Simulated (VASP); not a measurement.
Write the native input for VASP 6.6.1 that does the following.

```
Task                   : single point
Functional             : PBE
Potentials or basis    : VASP PAW PBE potentials, release 64 (Mo_sv)
Cutoff                 : 520 eV
k mesh                 : 26 × 26 × 26
Occupations            : gaussian, width 0.15 eV
Spin                   : no spin polarisation
Dipole correction      : no
Further INCAR settings : ALGO = Fast; EDIFF = 1e-06; NBANDS = 13
```

The structure of Mo lies in POSCAR:

```
Mo
1.0
   -1.6592304070      1.6592304070      1.5802194352
    1.6592304070     -1.6592304070      1.5802194352
    1.6592304070      1.6592304070     -1.5802194352
Mo
1
Direct
    0.0000000000      0.0000000000      0.0000000000
```

This cell differs from its parent crystal: strain +0.050 along x and y, +0.000 along z.

The input as run:

INCAR

```
SYSTEM = Mo
PREC = Accurate ; ENCUT = 520
EDIFF = 1E-6 ; ISMEAR = 0
SIGMA = 0.15 ; LREAL = .FALSE.
LASPH = .TRUE. ; NELM = 60
ALGO = Fast ; ISIF = 2
LWAVE = .FALSE. ; LCHARG = .FALSE.
GGA = PE ; NBANDS = 13
```

KPOINTS

```
regular mesh
0
G
  26 26 26
  0 0 0
```

Potentials or basis: VASP PAW PBE potentials, release 64 (Mo_sv).

Command:

```sh
$ cat potpaw_PBE.64/Mo_sv/POTCAR > POTCAR
$ mpirun -np 1 vasp_std > vasp.out
```

It gave:

The pressure is -19.8 GPa. The band gap on the k mesh is zero (bands 7 and 8 overlap by 4.44 eV).

Caveat: the cell differs from its parent crystal (strain +0.050 along x and y, +0.000 along z); the cell stands under tension.

Wall time 4.4 min on 1 thread of AMD EPYC 9R14 (Zen 4) (shared host), peak memory 0.34 GiB.
